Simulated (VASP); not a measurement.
# Ta8HC8 (a cell with a defect) in VASP: notebook

Ta8HC8 (a cell with a defect) is run at these levels: PBE; tasks: single point.

Program: VASP 6.6.1. These are calculated values, not measurements. Logs are shortened: lines on timing, memory, paths and dates and some standing lists are left out, and cuts for length are marked.

## 1. The cell of the first run

The cell holds a defect, 17 atoms: a = 6.299 Å, b = 6.299 Å, c = 6.299 Å, α = 60.00°, β = 60.00°, γ = 60.00°.

## 2. Single point, PBE

File INCAR:

```
SYSTEM = Ta8HC8
ALGO = Normal
EDIFF = 1E-6
ENCUT = 520
GGA = PE
ISIF = 2
ISMEAR = -1
LASPH = .True.
LCHARG = .True.
LELF = .True.
LREAL = Auto
LVHAR = .True.
LWAVE = .False.
NBANDS = 74
NELM = 60
PREC = Accurate
SIGMA = 0.1
```

File KPOINTS:

```
k-points
0
Gamma
  2 2 2
  0 0 0
```

File POSCAR:

```
Ta8HC8
1.0
    0.0000000000      4.4540000000      4.4540000000
    4.4540000000      0.0000000000      4.4540000000
    4.4540000000      4.4540000000      0.0000000000
Ta C H
8 8 1
Direct
   -0.0031769196      0.0033116300      0.0189155815
    0.0055343511      0.0171867984      0.4933879659
    0.0031095644      0.4973170184     -0.0173215088
   -0.0025033678      0.5045913785      0.5103165694
    0.5165356982     -0.0212954648     -0.0046811855
    0.5065110013      0.0156713067      0.4918051190
    0.4925797036      0.4784126628      0.0284351145
    0.4875617423      0.4994836102      0.4781320162
    0.2643129771      0.2195891334      0.2795352492
    0.2553210597      0.2621239335      0.7154692411
    0.1879209699      0.7961158509      0.2568253256
    0.2552088011      0.7023798833      0.7663673103
    0.7327682982      0.2787718904      0.2350134710
    0.7627189044      0.2591715312      0.7472272115
    0.7122361922      0.7707004939      0.2664571172
    0.7506286484      0.7590480467      0.7507409070
    0.3372137405      1.0601818590      0.7984845083
```

Potentials or basis: VASP PAW PBE potentials, release 64 (Ta_pv, C, H).

On the command line:

```console
cat potpaw_PBE.64/Ta_pv/POTCAR potpaw_PBE.64/C/POTCAR potpaw_PBE.64/H/POTCAR > POTCAR
mpirun -np 1 vasp_std > vasp.out
```

OUTCAR:

```text
SYSTEM = Ta8HC8
   EDIFF = 1E-6
   ENCUT = 520
   GGA = PE
   ISIF = 2
   ISMEAR = -1
   LASPH = .True.
   LREAL = Auto
   NELM = 60
   PREC = Accurate

 ion  position               nearest neighbor table
   1  0.997  0.003  0.019-  11 1.92  17 1.99  13 2.20  14 2.26  15 2.31  10 2.32  12 2.47   3 3.02
                             6 3.03   2 3.06   7 3.09   4 3.12   5 3.13   4 3.18   5 3.18   7 3.22
   2  0.006  0.017  0.493-  11 2.06   9 2.06  14 2.21  16 2.29  12 2.35  13 2.37   1 3.06   4 3.10
                             3 3.13   5 3.13   6 3.15   6 3.15   8 3.16   8 3.16   3 3.18   5 3.18
   3  0.003  0.497  0.983-  12 2.04  16 2.16  13 2.18  10 2.24  15 2.48   9 2.49   4 2.97   1 3.02
                             5 3.05   8 3.12   2 3.13   7 3.14   7 3.18   2 3.18   8 3.19   5 3.25
   4  0.997  0.505  0.510-  10 2.07  14 2.14  11 2.17  16 2.20   9 2.30  15 2.36   3 2.97   8 2.98
                             7 3.08   2 3.10   1 3.12   6 3.14   6 3.16   1 3.18   2 3.20   7 3.22
   5  0.517  0.979  0.995-  17 1.81  16 2.07  15 2.10  11 2.32   9 2.34  14 2.35  10 2.41   8 3.03
                             3 3.05   6 3.09   7 3.13   2 3.13   1 3.13   7 3.18   1 3.18   2 3.18
   6  0.507  0.016  0.492-  17 1.77   9 2.03  10 2.10  15 2.10  13 2.18  16 2.24  12 2.52   7 2.92
                             8 2.95   1 3.03   5 3.09   4 3.14   2 3.15   2 3.15   4 3.16   5 3.22
   7  0.493  0.478  0.028-  13 2.00   9 2.17  12 2.23  14 2.24  16 2.40  11 2.46   8 2.89   6 2.92
                             4 3.08   1 3.09   5 3.13   3 3.14   3 3.18   5 3.18   1 3.22   4 3.22
   8  0.488  0.499  0.478-  13 2.07  10 2.09  12 2.21  15 2.23  11 2.34  14 2.43   7 2.89   6 2.95
                             4 2.98   5 3.03   3 3.12   2 3.16   2 3.16   3 3.19   5 3.27   4 3.33
   9  0.264  0.220  0.280-   6 2.03   2 2.06   7 2.17   4 2.30   5 2.34   3 2.49
  10  0.255  0.262  0.715-  17 1.05   4 2.07   8 2.09   6 2.10   3 2.24   1 2.32   5 2.41
  11  0.188  0.796  0.257-   1 1.92   2 2.06   4 2.17   5 2.32   8 2.34   7 2.46
  12  0.255  0.702  0.766-   3 2.04   8 2.21   7 2.23   2 2.35   1 2.47   6 2.52
  13  0.733  0.279  0.235-   7 2.00   8 2.07   6 2.18   3 2.18   1 2.20   2 2.37
  14  0.763  0.259  0.747-   4 2.14   2 2.21   7 2.24   1 2.26   5 2.35   8 2.43
  15  0.712  0.771  0.266-   5 2.10   6 2.10   8 2.23   1 2.31   4 2.36   3 2.48
  16  0.751  0.759  0.751-   5 2.07   3 2.16   4 2.20   6 2.24   2 2.29   7 2.40
  17  0.337  0.060  0.798-  10 1.05   6 1.77   5 1.81   1 1.99

  LATTYP: Found a face centered cubic cell.
 ALAT       =     8.9080000000

  Lattice vectors:

 A1 = (   0.0000000000,   4.4540000000,   4.4540000000)
 A2 = (   4.4540000000,   0.0000000000,   4.4540000000)
 A3 = (   4.4540000000,   4.4540000000,   0.0000000000)

Analysis of symmetry for initial positions (statically):
=====================================================================
 Subroutine PRICEL returns:
 Original cell was already a primitive cell.

 Routine SETGRP: Setting up the symmetry group for a
 face centered cubic supercell.

 Subroutine GETGRP returns: Found  1 space group operations
[... 146 lines left out ...]
   EFERMI_NEDOS =   21; number of points for ismear=-14 and -15
   IALGO  =     38    algorithm
   IMIX   =      4    mixing-type and parameters
     AMIX     =   0.40;   BMIX     =  1.00
     AMIX_MAG =   1.60;   BMIX_MAG =  1.00
  volume/ion in A,a.u.               =      10.40        70.15
  Fermi-wavevector in a.u.,A,eV,Ry     =   1.442923  2.726729 28.327684  2.082026
  Thomas-Fermi vector in A             =   2.561388
   LORBIT       =      0    0 simple, 1 ext, 2 COOP (PROOUT), +10 PAW based schemes
   GGA     = PE    functional components
   LHFCALC =     F    Hartree Fock is set to
   AEXX    =    0.0000 exact exchange contribution
   IVDW    =     0    specifies the selected vdW correction
   LEPSILON=     F    determine dielectric tensor
   LRPA    =     F    only Hartree local field effects (RPA)
 non-spin polarized calculation
  energy-cutoff  :      520.00
  volume of cell :      176.72
 maximum number of plane-waves:      4800
 NGX is ok and might be reduce to    48
   NGX = 23   NGY = 23   NGZ = 23

 number of electron     121.0000003 magnetization

 Free energy of the ion-electron system (eV)
  ---------------------------------------------------
  ext. energy  EPLUGINS =         0.00000000
  ---------------------------------------------------
  free energy    TOTEN  =      -173.63781871 eV

  energy without entropy =     -173.46372199  energy(sigma->0) =     -173.55077035

 E-fermi :   8.4995     XC(G=0): -13.2162

 val. band max:        8.4091754162   @ k =   0.0000   0.0000   0.5000
 cond. band min:       8.5040666777   @ k =   0.5000   0.0000   0.0000
 fundamental gap:      0.0948912615
 Fermi energy:         8.4994817110

 k-point     1 :       0.0000    0.0000    0.0000
  band No.  band energies     occupation
      1     -27.4983      2.00000
      2     -27.3403      2.00000
      3     -27.3190      2.00000
      4     -27.2968      2.00000
      5     -27.2161      2.00000
      6     -27.2034      2.00000
[... 589 lines left out ...]
     71      11.0898      0.00000
     72      11.1359      0.00000
 [bands above 72 left out]

------------------------ aborting loop because EDIFF is reached ----------------------------------------

  FORCE on cell =-STRESS in cart. coord.  units (eV):
  Direction    XX          YY          ZZ          XY          YZ          ZX
  --------------------------------------------------------------------------------------
  -------------------------------------------------------------------------------------
  Total       24.6630562     30.9641610     21.8602012      1.0154152     -0.7115739     -0.6881128
  in kB      223.6025958    280.7302848    198.1910793      9.2060563     -6.4513407     -6.2386351
  external PRESSURE =     234.1746533 kB  Pullay stress =       0.0000000 kB

 VOLUME and BASIS-vectors are now :
 -----------------------------------------------------------------------------
  energy-cutoff  :      520.00
  volume of cell :      176.72
      direct lattice vectors                 reciprocal lattice vectors
     0.000000000  4.454000000  4.454000000    -0.112258644  0.112258644  0.112258644
     4.454000000  0.000000000  4.454000000     0.112258644 -0.112258644  0.112258644
     4.454000000  4.454000000  0.000000000     0.112258644  0.112258644 -0.112258644

 POSITION                                       TOTAL-FORCE (eV/Angst)
 -----------------------------------------------------------------------------------
      0.09900      4.52410      4.45460        -0.510435     -4.313790     -1.599545
      2.27410      2.22220      0.10120         1.467822      0.058126     -0.997931
      6.59190      4.39070      2.22890         1.161328      0.881671     -0.326439
      4.52040      6.71580      6.69030         0.278473     -2.241524     -0.906949
      8.79230      6.73380      6.65980         2.401998      1.066323      0.874888
      2.26030      4.44650      2.32580        -2.827255      1.467215     -0.843633
[... 9 lines left out ...]
      6.72460      6.68710      6.72410        -1.106555     -0.232224     -0.606172
      3.82450      5.05840      1.77000        -1.326797      1.888423     -2.729035
 -----------------------------------------------------------------------------------
    total drift:                                0.002293     -0.000924     -0.008300

  FREE ENERGIE OF THE ION-ELECTRON SYSTEM (eV)
  ---------------------------------------------------
  free  energy   TOTEN  =      -173.6378187076 eV

  energy  without entropy=     -173.4637219903  energy(sigma->0) =     -173.55077035
```

It took 2.5 min on 1 thread of Intel Xeon 6975P-C (Granite Rapids), shared host; peak memory 0.36 GiB.

Results:

```yaml
Free_energy: -173.6378 eV
Pressure: 23.4 GPa
Largest_force: 6.483 eV/Å
Band_gap_on_the_k_mesh: zero (an odd number of electrons rules out a gap without spin polarisation)
```

Forces on the atoms (eV/Å):
```
Ta  -0.510 -4.314 -1.600
Ta   1.468  0.058 -0.998
Ta   1.161  0.882 -0.326
Ta   0.278 -2.242 -0.907
Ta   2.402  1.066  0.875
Ta  -2.827  1.467 -0.844
Ta  -0.751 -3.768  0.543
Ta   2.378  0.946  2.013
C    0.228 -3.766  1.280
C    4.654 -0.529  0.594
C   -3.409  5.395  1.146
C    1.739 -1.095  2.793
C   -1.364  3.788 -0.341
C   -0.212 -0.854 -2.044
C   -2.802  1.310  1.151
C   -1.107 -0.232 -0.606
H   -1.327  1.888 -2.729
```

Levels at points of the mesh, in eV from the Fermi level:
| k point | band 58 | band 59 | band 60 | band 61 | band 62 | band 63 | band 64 | band 65 |
| --- | --- | --- | --- | --- | --- | --- | --- | --- |
| (0.00, 0.00, 0.00) | -1.31 | -1.19 | -0.73 | -0.65 | -0.48 | 0.46 | 0.58 | 1.88 |
| (0.50, 0.00, 0.00) | -1.00 | -0.80 | -0.60 | -0.50 | 0.00 | 0.22 | 0.30 | 0.49 |
| (0.00, 0.50, 0.00) | -1.04 | -0.91 | -0.55 | -0.29 | -0.19 | 0.37 | 0.42 | 0.45 |
| (0.00, 0.00, 0.50) | -1.13 | -0.93 | -0.75 | -0.52 | -0.09 | 0.17 | 0.46 | 0.64 |
| (0.50, 0.50, 0.50) | -1.21 | -1.14 | -0.47 | -0.23 | -0.14 | 0.15 | 0.28 | 0.63 |
| (0.50, 0.50, 0.00) | -2.21 | 0.08 | 0.32 | 0.45 | 0.82 | 1.00 | 1.20 | 1.33 |
| (0.00, 0.50, 0.50) | -2.07 | 0.15 | 0.29 | 0.57 | 0.80 | 0.99 | 1.13 | 1.34 |
| (0.50, 0.00, 0.50) | -2.24 | 0.27 | 0.39 | 0.67 | 0.77 | 0.87 | 1.18 | 1.36 |

Caveat: the k points lie up to 0.61 Å⁻¹ apart, too coarse for converged energies and pressures of a metal; the atoms stand as in a frame of molecular dynamics; spin-orbit coupling is left out, which moves the levels of the heavy elements.

## 3. Single point, PBE

File INCAR:

```
SYSTEM = Ta8HC8
  PREC = Accurate
  ENCUT = 520
  EDIFF = 1E-6
  ISMEAR = -1
  SIGMA = 0.1
  LREAL = Auto
  LASPH = .TRUE.
  NELM = 60
  ALGO = Normal
  ISIF = 2
  LWAVE = .FALSE.
  LCHARG = .FALSE.
  GGA = PE
  NBANDS = 74
```

File KPOINTS:

```
Automatic mesh
0
G
  2 2 2
  0 0 0
```

File POSCAR:

```
Ta8HC8
1.0
    0.0000000000      4.4540000000      4.4540000000
    4.4540000000      0.0000000000      4.4540000000
    4.4540000000      4.4540000000      0.0000000000
Ta C H
8 8 1
Direct
   -0.0622025146      0.0296699596      0.0062752582
    0.0229793444      0.0069263583      0.4607880557
   -0.0015716210      0.5232599910     -0.0477323754
   -0.0337000449      0.5038616974      0.5312752582
    0.5324651998     -0.0255500674     -0.0086663673
    0.5225752133     -0.0124719353      0.5197238437
    0.4966659183      0.4697462955      0.0364054782
    0.5272788505      0.5039739560      0.5035249214
    0.2635383925      0.2332959138      0.2778625954
    0.2618769645      0.2192635833      0.7351594073
    0.2071059722      0.7818253256      0.2405590480
    0.2412325999      0.7274023350      0.7354176022
    0.7267624607      0.2753030983      0.2580377189
    0.7460035923      0.2672204760      0.7378536147
    0.7584643018      0.7198473282      0.2488774136
    0.7444881006      0.7794678940      0.7388078132
    0.2981477324      0.7363156713      0.8648518186
```

Potentials or basis: VASP PAW PBE potentials, release 64 (Ta_pv, C, H).

On the command line:

```console
cat potpaw_PBE.64/Ta_pv/POTCAR potpaw_PBE.64/C/POTCAR potpaw_PBE.64/H/POTCAR > POTCAR
mpirun -np 1 vasp_std > vasp.out
```

It took 2.6 min on 1 thread of Intel Xeon 6975P-C (Granite Rapids), shared host; peak memory 0.36 GiB.

Results (log left out):

| Property | Result |
| --- | --- |
| Free energy | -173.4103 eV |
| Pressure | 27.6 GPa |
| Largest force | 4.374 eV/Å |
| Band gap on the k mesh | zero (an odd number of electrons rules out a gap without spin polarisation) |

Forces on the atoms (eV/Å):
```
Ta  -0.262  3.112  1.547
Ta   1.757 -1.034  0.232
Ta  -0.456  2.072 -3.706
Ta  -1.512  0.790  3.377
Ta   3.473 -2.493 -0.925
Ta  -1.248 -3.830 -0.560
Ta   0.071  0.147 -0.087
Ta  -2.141 -2.301 -3.014
C   -0.750 -2.249  0.052
C    3.649  0.161  0.122
C   -2.663  1.920  0.497
C    1.469 -0.462  2.028
C   -2.058  1.936  0.093
C   -0.403  0.445 -2.380
C    1.020 -0.140  2.473
C   -2.182  2.521 -1.112
H    2.236 -0.594  1.362
```

Stress tensor (GPa, compression positive):
```
25.85 -0.14 -1.49
-0.14 35.05  1.44
-1.49  1.44 21.90
```

Levels at points of the mesh, in eV from the Fermi level:
```csv
k point,band 57,band 58,band 59,band 60,band 61,band 62,band 63,band 64,band 65,band 66
"(0.00, 0.00, 0.00)",-1.49,-1.29,-0.78,-0.67,-0.44,-0.14,0.55,0.68,1.95,2.34
"(0.50, 0.00, 0.00)",-1.64,-1.29,-1.05,-0.44,-0.20,0.07,0.15,0.42,0.88,1.09
"(0.00, 0.50, 0.00)",-1.25,-1.07,-0.70,-0.64,-0.16,-0.02,0.34,0.54,0.91,1.15
"(0.00, 0.00, 0.50)",-1.39,-0.98,-0.66,-0.50,-0.37,0.01,0.29,0.35,0.49,0.76
"(0.50, 0.50, 0.50)",-1.38,-1.26,-0.69,-0.43,-0.11,0.01,0.36,0.76,1.00,1.17
"(0.50, 0.50, 0.00)",-2.13,-2.03,0.04,0.52,0.81,0.88,1.14,1.33,1.44,1.69
"(0.00, 0.50, 0.50)",-2.18,-1.78,-0.21,0.38,0.46,0.96,1.08,1.27,1.43,1.60
"(0.50, 0.00, 0.50)",-1.92,-1.58,-0.40,0.10,0.41,0.94,1.09,1.35,1.53,1.74
```

Caveat: the k points lie up to 0.61 Å⁻¹ apart, too coarse for converged energies and pressures of a metal; the atoms stand as in a frame of molecular dynamics; spin-orbit coupling is left out, which moves the levels of the heavy elements.
